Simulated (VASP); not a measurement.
Write the native input for VASP 6.6.1 that does the following.

| Quantity | Value |
| --- | --- |
| Task | single point |
| Functional | r2SCAN |
| Potentials or basis | VASP PAW PBE potentials, release 64 (Al, Ga_d, N) |
| Cutoff | 520 eV |
| k mesh | 6 × 6 × 6 |
| Occupations | gaussian, width 0.05 eV |
| Spin | no spin polarisation |
| Dipole correction | no |
| Further INCAR settings | ALGO = Normal; EDIFF = 1e-07; NBANDS = 31 |

Al3GaN4:

```
CELL_PARAMETERS angstrom
4.40124 0.00000 0.00000
0.00000 4.40124 0.00000
0.00000 0.00000 4.40124
ATOMIC_POSITIONS crystal
Al 0.50000 0.48754 0.00000
Al 0.50000 0.95740 0.50000
Al 0.00000 0.48754 0.50000
Ga 0.00000 0.03605 0.00000
N 0.75603 0.73211 0.24397
N 0.73289 0.24320 0.73289
N 0.24397 0.73211 0.75603
N 0.26711 0.24320 0.26711
```

This cell differs from its parent crystal: atoms displaced along a vibrational mode.

One way to write it, as run:

POSCAR

```
Al3GaN4
1.0
    4.4012372926      0.0000000000      0.0000000000
    0.0000000000      4.4012372926      0.0000000000
    0.0000000000      0.0000000000      4.4012372926
Al Ga N
3 1 4
Direct
    0.5000000000      0.4875391616      0.0000000000
    0.5000000000     -0.0426016567      0.5000000000
    0.0000000000      0.4875391616      0.5000000000
    0.0000000000      0.0360517396      0.0000000000
    0.7560273127      0.7321116187      0.2439726873
    0.7328890077      0.2431952983      0.7328890077
    0.2439726873      0.7321116187      0.7560273127
    0.2671109923      0.2431952983      0.2671109923
```

INCAR.step1

```
PREC     = Accurate       # precision mode
ENCUT    = 520            # plane-wave cutoff, eV
ISMEAR   = 0              # smearing method
SIGMA    = 0.05           # smearing width, eV
LREAL    = False          # projectors in reciprocal space
LASPH    = True           # aspherical terms in the spheres
NELM     = 80             # most SCF steps
NBANDS   = 31             # bands
GGA      = PE             # functional
ALGO     = Normal         # electronic algorithm
EDIFF    = 1E-4           # SCF threshold, eV
LWAVE    = True           # write WAVECAR
LCHARG   = False          # write CHGCAR
```

INCAR.step2

```
PREC     = Accurate       # precision mode
ENCUT    = 520            # plane-wave cutoff, eV
EDIFF    = 1E-7           # SCF threshold, eV
ISMEAR   = 0              # smearing method
SIGMA    = 0.05           # smearing width, eV
LREAL    = False          # projectors in reciprocal space
LASPH    = True           # aspherical terms in the spheres
NELM     = 80             # most SCF steps
ALGO     = Normal         # electronic algorithm
ISIF     = 2              # what is computed and relaxed
LWAVE    = False          # write WAVECAR
LCHARG   = True           # write CHGCAR
METAGGA  = R2SCAN         # meta-GGA
LMIXTAU  = True         
LELF     = True           # ELF
LVHAR    = True         
NBANDS   = 31             # bands
ISTART   = 1
```

KPOINTS

```
regular mesh
0
Gamma
  6 6 6
```

Potentials or basis: VASP PAW PBE potentials, release 64 (Al, Ga_d, N).

The run is started by

```console
$ cat potpaw_PBE.64/Al/POTCAR potpaw_PBE.64/Ga_d/POTCAR potpaw_PBE.64/N/POTCAR > POTCAR
$ cp INCAR.step1 INCAR
$ mpirun -np 1 vasp_std > vasp.out
$ cp INCAR.step2 INCAR
$ mpirun -np 1 vasp_std > vasp.out
```

Results of the run:

```json
{
  "Pressure": "-0.1 GPa",
  "Largest force": "2.511 eV/Å",
  "Band gap on the k mesh": "3.67 eV (least direct gap 3.69 eV)"
}
```

Caveat: the cell differs from its parent crystal (atoms displaced along a vibrational mode); the PAW data sets were made with another functional, which shifts forces and pressure a little.

Wall time 8.2 min on 1 thread of Intel Xeon 8259CL (shared host), peak memory 0.3 GiB.
